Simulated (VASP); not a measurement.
Input of a VASP 6.6.1 run:

File INCAR:

```
PREC = Accurate
ENCUT = 600
EDIFF = 1E-7
ISMEAR = 0
SIGMA = 0.02
LREAL = F
LASPH = T
NELM = 120
ALGO = Normal
ISIF = 3
LWAVE = F
LCHARG = F
IBRION = 2
NSW = 100
EDIFFG = -0.002
GGA_COMPAT = F
NELMIN = 4
```

File KPOINTS:

```
Automatic mesh
0
Gamma
  12 12 6
```

The input POSCAR:

```
BN
1.0
    2.5224740953      0.0000000000      0.0000000000
   -1.2612370476      2.1845266469      0.0000000000
    0.0000000000      0.0000000000      4.1751807468
B N
2 2
Direct
    0.6666666667      0.3333333333      0.9996955531
    0.3333333333      0.6666666667      0.4996955531
    0.6666666667      0.3333333333      0.6253044469
    0.3333333333      0.6666666667      0.1253044469
```

Potentials or basis: VASP PAW LDA potentials, release 64 (B, N).

The run is started by

```console
$ cat potpaw_LDA.64/B/POTCAR potpaw_LDA.64/N/POTCAR > POTCAR
$ mpirun -np 1 vasp_std > vasp.out
```

Task: Estimate the band gap on the k mesh.

Result: 4.91 eV, indirect (least direct gap 8.27 eV).

Task: Estimate the relaxed volume.

Result: 5.77 Å³/atom.

Final structure:
```
CELL_PARAMETERS angstrom
2.52470 0.00000 0.00000
-1.26235 2.18645 0.00000
0.00000 0.00000 4.17756
ATOMIC_POSITIONS crystal
B 0.66667 0.33333 0.99970
B 0.33333 0.66667 0.49970
N 0.66667 0.33333 0.62530
N 0.33333 0.66667 0.12530
```

A k mesh can miss the band edges. As with any semilocal functional, this LDA gap is likely too small.
